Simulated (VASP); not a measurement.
**LiH: single point with LDA**

Crystal: LiH.

```
Li H
1.0
     0.00000    2.03250    2.03250
     2.03250    0.00000    2.03250
     2.03250    2.03250    0.00000
Li H
1 1
Direct
  0.00000 0.00000 0.00000
  0.47159 0.47159 0.47159
```

This cell differs from its parent crystal: all H atoms moved -0.200 Å, as atom 2 along Cartesian [1 1 1].

```
Program             : VASP 6.6.1
Task                : single point
Functional          : LDA
Potentials or basis : VASP PAW LDA potentials, release 64 (Li_sv, H)
Cutoff              : 520 eV
k mesh              : 10 × 10 × 10
Occupations         : gaussian, width 0.05 eV
Spin                : no spin polarisation
```

```json
{
 "Largest force": "0.183 eV/Å",
 "Band gap on the k mesh": "2.88 eV"
}
```

Forces in eV/Å, atoms in the order of the input:
```
Li  -0.106 -0.106 -0.106
H    0.106  0.106  0.106
```

Levels at points of the mesh, in eV from the valence-band top:
| k point | band 1 | band 2 | band 3 | band 4 | band 5 | band 6 |
| --- | --- | --- | --- | --- | --- | --- |
| (0.00, 0.00, 0.00) | -43.38 | -5.28 | 14.98 | 17.08 | 17.08 | 18.04 |
| (0.50, 0.00, 0.00) | -43.34 | -2.55 | 4.63 | 13.31 | 15.59 | 15.68 |
| (0.50, 0.50, 0.50) | -43.34 | -2.46 | 4.43 | 13.49 | 15.68 | 15.68 |
| (0.50, 0.50, 0.00) | -43.33 | 0.00 | 2.88 | 10.28 | 10.29 | 13.47 |

It took 7.9 s on 1 thread of Intel(R) Xeon(R) Platinum 8259CL CPU @ 2.50GHz (Skylake/Cascade Lake), with other jobs on the host, peak memory 0.13 GiB.

Caveat: the cell differs from its parent crystal (all H atoms moved -0.200 Å, as atom 2 along Cartesian [1 1 1]). A k mesh can miss the band edges.
